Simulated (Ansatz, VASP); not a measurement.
Two plane-wave programs on GaN

```
CELL_PARAMETERS angstrom
3.24237 0.00000 0.00000
-1.62118 2.80797 0.00000
0.00000 0.00000 5.26732
ATOMIC_POSITIONS crystal
Ga 0.66667 0.33333 0.50000
Ga 0.33333 0.66667 0.00000
N 0.66667 0.33333 0.87500
N 0.33333 0.66667 0.37500
```

Alike in both runs: task single point; functional LDA; k mesh 10 × 10 × 5; occupations fermi-dirac, width 0.05 eV; no spin polarisation.

|  | VASP | Ansatz |
| --- | --- | --- |
| version | VASP 6.6.1 | Ansatz 0.2.0 |
| potentials or method | VASP PAW LDA potentials, release 64 (Ga_d, N) | PseudoDojo standard (LDA files) |
| plane-wave cutoff (eV) | 520 | 1143 |
| valence electrons in the cell | 36 | 36 |

```tsv
	VASP	Ansatz	Ansatz less VASP
gap on the k mesh at the Fermi level (eV)	1.59	1.61	+0.015
least direct gap on the mesh (eV)	1.59	1.61	+0.015
```

LDA's correlation is that of Perdew and Zunger in VASP and of Perdew and Wang (1992) in Ansatz.

Noted on Ansatz's run: odd divisions of the mesh miss points on the zone boundary, where band edges often lie, so the gap on the mesh can be too wide.
